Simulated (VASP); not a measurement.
Set up this calculation in VASP 6.6.1, as the native input.

- Task: single point
- Functional: PBEsol
- Potentials or basis: VASP PAW PBE potentials, release 64 (Ga_d, Sb)
- Cutoff: 520 eV
- k mesh: 10 × 10 × 10
- Occupations: gaussian, width 0.15 eV
- Spin: no spin polarisation
- Dipole correction: no
- Further INCAR settings: ALGO = Normal; EDIFF = 1e-06; NBANDS = 22

The structure of GaSb3 lies in POSCAR:

```
GaSb3
1.0
    0.0000000000      3.6753735353      3.8771515424
    3.6753735353      0.0000000000      3.8771515424
    3.6753735353      3.6753735353      0.0000000000
Ga Sb
1 3
Direct
    0.0000000000      0.0000000000      0.0000000000
    0.2500000000      0.2500000000      0.2500000000
    0.7500000000      0.7500000000      0.7500000000
    0.5000000000      0.5000000000      0.5000000000
```

One way to write it, as run:

INCAR

```
PREC     = Accurate       # precision mode
ENCUT    = 520            # plane-wave cutoff, eV
EDIFF    = 1E-6           # SCF threshold, eV
ISMEAR   = 0              # smearing method
SIGMA    = 0.15           # smearing width, eV
LREAL    = False          # projectors in reciprocal space
LASPH    = True           # aspherical terms in the spheres
NELM     = 60             # most SCF steps
ALGO     = Normal         # electronic algorithm
ISIF     = 2              # what is computed and relaxed
LWAVE    = False          # write WAVECAR
LCHARG   = False          # write CHGCAR
GGA      = PS             # functional
NBANDS   = 22             # bands
```

KPOINTS

```
regular mesh
0
Gamma
  10 10 10
```

Potentials or basis: VASP PAW PBE potentials, release 64 (Ga_d, Sb).

Launch:

```console
$ cat potpaw_PBE.64/Ga_d/POTCAR potpaw_PBE.64/Sb/POTCAR > POTCAR
$ mpirun -np 1 vasp_std > vasp.out
```

It gave:

```yaml
Pressure: -3.9 GPa
Band_gap_on_the_k_mesh: zero (bands 14 and 15 overlap by 3.95 eV)
```

Caveat: the cell stands under tension; the PAW data sets were made with another functional, which shifts forces and pressure a little; spin-orbit coupling is left out, which moves the levels of the heavy elements.

It took 4.1 min on 1 thread of Intel Xeon 8259CL, with other jobs on the host, peak memory 0.39 GiB.
